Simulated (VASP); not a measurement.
# YTi2 (C15 type) (Fd-3m) in VASP: single point with PBEsol

Aim: the single point of YTi2 (C15 type) with PBEsol.

Everything below comes from runs of VASP 6.6.1. Logs are shortened: lines on timing, memory, paths and dates and some standing lists are left out, and cuts for length are marked.

### 1 The cell of the first run

It takes space group Fd-3m (No. 227, cubic). Conventional cell: a = 8.028 Å, b = 8.028 Å, c = 8.028 Å, α = 90.00°, β = 90.00°, γ = 90.00°. Within 4.4 Å of Y (site symmetry -43m) lie 12 Ti at 3.33 Å and 4 Y at 3.48 Å. Ti (site symmetry -3m) has 6 Ti at 2.84 Å and 6 Y at 3.33 Å within 3.7 Å.

### 2 Single point, PBEsol

INCAR reads:

```
PREC     = Accurate       # precision mode
ENCUT    = 500            # plane-wave cutoff, eV
EDIFF    = 1E-6           # SCF threshold, eV
ISMEAR   = 0              # smearing method
SIGMA    = 0.001          # smearing width, eV
LREAL    = F              # projectors in reciprocal space
LASPH    = T              # aspherical terms in the spheres
NELM     = 120            # most SCF steps
ALGO     = Normal         # electronic algorithm
ISIF     = 2              # what is computed and relaxed
LWAVE    = F              # write WAVECAR
LCHARG   = T              # write CHGCAR
GGA      = PS             # functional
LELF     = T              # ELF
LVHAR    = T            
NBANDS   = 44             # bands
ISYM     = -1           
GGA_COMPAT= F            
KPAR     = 1
```

KPOINTS reads:

```
explicit points
172
Reciprocal
  0.07142857   0.07142857   0.07142857 2
  0.07142857   0.07142857   0.21428571 2
  0.07142857   0.07142857   0.35714286 2
  0.07142857   0.07142857   0.50000000 2
  0.07142857   0.07142857   0.64285714 2
  0.07142857   0.07142857   0.78571429 2
[... 164 lines left out ...]
  0.50000000   0.50000000   0.35714286 2
  0.50000000   0.50000000   0.50000000 1
```

POSCAR reads:

```
YTi2
1.0
    0.0000000000      4.0142074251      4.0142074251
    4.0142074251      0.0000000000      4.0142074251
    4.0142074251      4.0142074251      0.0000000000
Y Ti
2 4
Direct
    0.1250000000      0.1250000000      0.1250000000
   -0.1250000000     -0.1250000000     -0.1250000000
    0.5000000000      0.5000000000      0.5000000000
    0.5000000000      0.5000000000      0.0000000000
    0.5000000000      0.0000000000      0.5000000000
    0.0000000000      0.5000000000      0.5000000000
```

Potentials or basis: VASP PAW PBE potentials, release 64 (Y_sv, Ti_sv).

Command:

```console
cat potpaw_PBE.64/Y_sv/POTCAR potpaw_PBE.64/Ti_sv/POTCAR > POTCAR
mpirun -np 4 vasp_std > vasp.out
```

OUTCAR:

```text
PREC = Accurate
   ENCUT = 500
   EDIFF = 1E-6
   ISMEAR = 0
   LREAL = F
   LASPH = T
   NELM = 120
   ISIF = 2
   GGA = PS
   ISYM = -1

 ion  position               nearest neighbor table
   1  0.125  0.125  0.125-   5 3.33   6 3.33   5 3.33   6 3.33   3 3.33   4 3.33   3 3.33   4 3.33
                             6 3.33   4 3.33   3 3.33   5 3.33   2 3.48   2 3.48   2 3.48   2 3.48
   2  0.875  0.875  0.875-   3 3.33   4 3.33   3 3.33   4 3.33   5 3.33   6 3.33   5 3.33   6 3.33
                             6 3.33   4 3.33   3 3.33   5 3.33   1 3.48   1 3.48   1 3.48   1 3.48
   3  0.500  0.500  0.500-   4 2.84   5 2.84   6 2.84   4 2.84   5 2.84   6 2.84   2 3.33   1 3.33
                             2 3.33   1 3.33   2 3.33   1 3.33
   4  0.500  0.500  0.000-   3 2.84   3 2.84   5 2.84   6 2.84   5 2.84   6 2.84   2 3.33   1 3.33
                             2 3.33   1 3.33   1 3.33   2 3.33
   5  0.500  0.000  0.500-   3 2.84   4 2.84   3 2.84   4 2.84   6 2.84   6 2.84   2 3.33   1 3.33
                             2 3.33   1 3.33   2 3.33   1 3.33
   6  0.000  0.500  0.500-   3 2.84   4 2.84   5 2.84   3 2.84   4 2.84   5 2.84   2 3.33   1 3.33
                             2 3.33   1 3.33   1 3.33   2 3.33

IMPORTANT INFORMATION: All symmetrisations will be switched off!
NOSYMM: (Re-)initialisation of all symmetry stuff for point group C_1.

----------------------------------------------------------------------------------------

                                     Primitive cell

  volume of cell :     129.3688

  direct lattice vectors                    reciprocal lattice vectors
     0.000000000  4.014207425  4.014207425    -0.124557589  0.124557589  0.124557589
     4.014207425  0.000000000  4.014207425     0.124557589 -0.124557589  0.124557589
     4.014207425  4.014207425  0.000000000     0.124557589  0.124557589 -0.124557589

  length of vectors
     5.676946583  5.676946583  5.676946583     0.215740073  0.215740073  0.215740073

  position of ions in fractional coordinates (direct lattice)
     0.125000000  0.125000000  0.125000000
     0.875000000  0.875000000  0.875000000
     0.500000000  0.500000000  0.500000000
     0.500000000  0.500000000  0.000000000
     0.500000000  0.000000000  0.500000000
     0.000000000  0.500000000  0.500000000

  ion indices of the primitive-cell ions
   primitive index   ion index
                 1           1
                 2           2
                 3           3
                 4           4
                 5           5
                 6           6

----------------------------------------------------------------------------------------

 KPOINTS: explicit points

Read explicit list of k-points.

 Found    172 k-points:

 Following reciprocal coordinates:
            Coordinates               Weight
  0.071429  0.071429  0.071429      0.005831
  0.071429  0.071429  0.214286      0.005831
  0.071429  0.071429  0.357143      0.005831
  0.071429  0.071429  0.500000      0.005831
  0.071429  0.071429  0.642857      0.005831
  0.071429  0.071429  0.785714      0.005831
[... 16 lines left out ...]
  0.071429  0.500000  0.214286      0.005831
  0.071429  0.500000  0.357143      0.005831
 [... further k-points ...]
   k-points           NKPTS =    172   k-points in BZ     NKDIM =    172   number of bands    NBANDS=     44
   number of dos      NEDOS =    301   number of ions     NIONS =      6
   total plane-waves  NPLWV =  74088
   dimension x,y,z NGX =    42 NGY =   42 NGZ =   42
   dimension x,y,z NGXF=    84 NGYF=   84 NGZF=   84
   ions per type =               2   4
   NGX,Y,Z   is equivalent  to a cutoff of  12.30, 12.30, 12.30 a.u.
   NGXF,Y,Z  is equivalent  to a cutoff of  24.60, 24.60, 24.60 a.u.
 SYSTEM =  unknown system
   PREC   = accura    normal or accurate (medium, high low for compatibility)
   ISTART =      0    job   : 0-new  1-cont  2-samecut
   ICHARG =      2    charge: 1-file 2-atom 10-const
   ISPIN  =      1    spin polarized calculation?
   LNONCOLLINEAR =      F non collinear calculations
   LSORBIT =      F    spin-orbit coupling
   LASPH  =      T    aspherical Exc in radial PAW
   ENCUT  =  500.0 eV  36.75 Ry    6.06 a.u.  10.35 10.35 10.35*2*pi/ulx,y,z
   NELM   =    120;   NELMIN=  2; NELMDL= -5     # of ELM steps
   EDIFF  = 0.1E-05   stopping-criterion for ELM
   LREAL  =      F    real-space projection
   EDIFFG = 0.1E-04   stopping-criterion for IOM
   NSW    =      0    number of steps for IOM
   IBRION =     -1    ionic relax: 0-MD 1-quasi-New 2-CG
   NFREE  =      0    steps in history (QN), initial steepest desc. (CG)
   ISIF   =      2    stress and relaxation
   ISYM   =     -1    0-nonsym 1-usesym 2-fastsym
   POTIM  = 0.5000    time-step for ionic-motion
   TEBEG  =    0.0;   TEEND  =   0.0 temperature during run
   PSTRESS=    0.0 pullay stress
   NELECT =      70.0000    total number of electrons
   NUPDOWN=      -1.0000    fix difference up-down
   EMIN   =  10.00;   EMAX   =-10.00  energy-range for DOS
   EFERMI =   0.00;   METHOD = LEGACY
   ISMEAR =     0;   SIGMA  =   0.00  broadening in eV -4-tet -1-fermi 0-gaus
   EFERMI_NEDOS =   21; number of points for ismear=-14 and -15
   IALGO  =     38    algorithm
   IMIX   =      4    mixing-type and parameters
     AMIX     =   0.40;   BMIX     =  1.00
     AMIX_MAG =   1.60;   BMIX_MAG =  1.00
  volume/ion in A,a.u.               =      21.56       145.50
  Fermi-wavevector in a.u.,A,eV,Ry     =   1.334026  2.520944 24.213281  1.779626
  Thomas-Fermi vector in A             =   2.462839
   LORBIT       =      0    0 simple, 1 ext, 2 COOP (PROOUT), +10 PAW based schemes
   GGA     = PS    functional components
   LHFCALC =     F    Hartree Fock is set to
   AEXX    =    0.0000 exact exchange contribution
   IVDW    =     0    specifies the selected vdW correction
   LEPSILON=     F    determine dielectric tensor
   LRPA    =     F    only Hartree local field effects (RPA)
 non-spin polarized calculation
 Gauss-broadening in eV      SIGMA  =   0.00
  energy-cutoff  :      500.00
  volume of cell :      129.37
 maximum number of plane-waves:      3305
 NGX is ok and might be reduce to    42
   NGX = 21   NGY = 21   NGZ = 21

 number of electron      69.9999974 magnetization

 Free energy of the ion-electron system (eV)
  ---------------------------------------------------
  ext. energy  EPLUGINS =         0.00000000
  ---------------------------------------------------
  free energy    TOTEN  =       -44.83469114 eV

  energy without entropy =      -44.83467400  energy(sigma->0) =      -44.83468257

 E-fermi :   5.8130     XC(G=0): -10.8394

 val. band max:        5.8122245440   @ k =   0.3571   0.2143   0.2143
 cond. band min:       5.8135670752   @ k =   0.0714   0.0714   0.6429
 fundamental gap:      0.0013425312
 Fermi energy:         5.8130203466

 k-point     1 :       0.0714    0.0714    0.0714
  band No.  band energies     occupation
      1     -50.4655      2.00000
      2     -50.3583      2.00000
      3     -50.3573      2.00000
      4     -50.3572      2.00000
      5     -36.0445      2.00000
      6     -35.9799      2.00000
[... 36 lines left out ...]
     43       7.7005      0.00000
     44       7.9865      0.00000

 k-point     2 :       0.0714    0.0714    0.2143
  band No.  band energies     occupation
      1     -50.4603      2.00000
      2     -50.3636      2.00000
      3     -50.3573      2.00000
      4     -50.3572      2.00000
      5     -36.0415      2.00000
      6     -35.9830      2.00000
[... 36 lines left out ...]
     43       7.7367      0.00000
     44       7.9067      0.00000

 k-point     3 :       0.0714    0.0714    0.3571
  band No.  band energies     occupation
      1     -50.4494      2.00000
      2     -50.3748      2.00000
      3     -50.3573      2.00000
      4     -50.3573      2.00000
      5     -36.0351      2.00000
      6     -35.9897      2.00000
[... 36 lines left out ...]
     43       7.7244      0.00000
     44       7.7860      0.00000

 k-point     4 :       0.0714    0.0714    0.5000
  band No.  band energies     occupation
      1     -50.4394      2.00000
      2     -50.3849      2.00000
      3     -50.3573      2.00000
      4     -50.3573      2.00000
      5     -36.0292      2.00000
      6     -35.9958      2.00000
[... 882 lines left out ...]
     43       7.8001      0.00000
     44       7.8647      0.00000

 k-point    23 :       0.0714    0.5000    0.2143
  band No.  band energies     occupation
      1     -50.4367      2.00000
      2     -50.3875      2.00000
      3     -50.3574      2.00000
      4     -50.3573      2.00000
      5     -36.0275      2.00000
      6     -35.9975      2.00000
[... 36 lines left out ...]
     43       7.6119      0.00000
     44       7.7671      0.00000

 k-point    24 :       0.0714    0.5000    0.3571
  band No.  band energies     occupation
      1     -50.4292      2.00000
      2     -50.3951      2.00000
      3     -50.3574      2.00000
      4     -50.3573      2.00000
      5     -36.0229      2.00000
      6     -36.0022      2.00000
[... 36 lines left out ...]
     43       7.6466      0.00000
     44       7.8307      0.00000

 [... further k-points ...]

------------------------ aborting loop because EDIFF is reached ----------------------------------------

  FORCE on cell =-STRESS in cart. coord.  units (eV):
  Direction    XX          YY          ZZ          XY          YZ          ZX
  --------------------------------------------------------------------------------------
  -------------------------------------------------------------------------------------
  Total       -0.4884744     -0.4886919     -0.4888527     -0.0385499     -0.0379716     -0.0370948
  in kB       -6.0495486     -6.0522428     -6.0542338     -0.4774247     -0.4702616     -0.4594037
  external PRESSURE =      -6.0520084 kB  Pullay stress =       0.0000000 kB

 VOLUME and BASIS-vectors are now :
 -----------------------------------------------------------------------------
  energy-cutoff  :      500.00
  volume of cell :      129.37
      direct lattice vectors                 reciprocal lattice vectors
     0.000000000  4.014207425  4.014207425    -0.124557589  0.124557589  0.124557589
     4.014207425  0.000000000  4.014207425     0.124557589 -0.124557589  0.124557589
     4.014207425  4.014207425  0.000000000     0.124557589  0.124557589 -0.124557589

 POSITION                                       TOTAL-FORCE (eV/Angst)
 -----------------------------------------------------------------------------------
      1.00355      1.00355      1.00355        -0.014416     -0.014518     -0.014514
      7.02486      7.02486      7.02486         0.014417      0.014516      0.014513
      4.01421      4.01421      4.01421        -0.000001     -0.000001     -0.000005
      2.00710      2.00710      4.01421         0.000003      0.000000     -0.000000
      2.00710      4.01421      2.00710        -0.000001     -0.000001      0.000003
      4.01421      2.00710      2.00710        -0.000002      0.000003      0.000003
 -----------------------------------------------------------------------------------
    total drift:                               -0.000004      0.000002     -0.000000

  FREE ENERGIE OF THE ION-ELECTRON SYSTEM (eV)
  ---------------------------------------------------
  free  energy   TOTEN  =       -44.8346911449 eV

  energy  without entropy=      -44.8346740036  energy(sigma->0) =      -44.83468257
```

Wall time 3.2 min (4 MPI ranks of Intel Xeon 6975P-C (Granite Rapids), shared host); peak memory 0.43 GiB.

What came out:

```
Free energy            : -44.8347 eV
Pressure               : -0.6 GPa
Band gap on the k mesh : zero (bands 35 and 36 overlap by 0.19 eV)
```

Levels at points of the mesh, in eV from the Fermi level:
```
           k point  band 32  band 33  band 34  band 35  band 36  band 37  band 38  band 39
(0.50, 0.50, 0.50)    -0.33    -0.08    -0.08    -0.01     0.08     0.14     0.14     0.21
```

Caveat: the PAW data sets were made with another functional, which shifts forces and pressure a little.
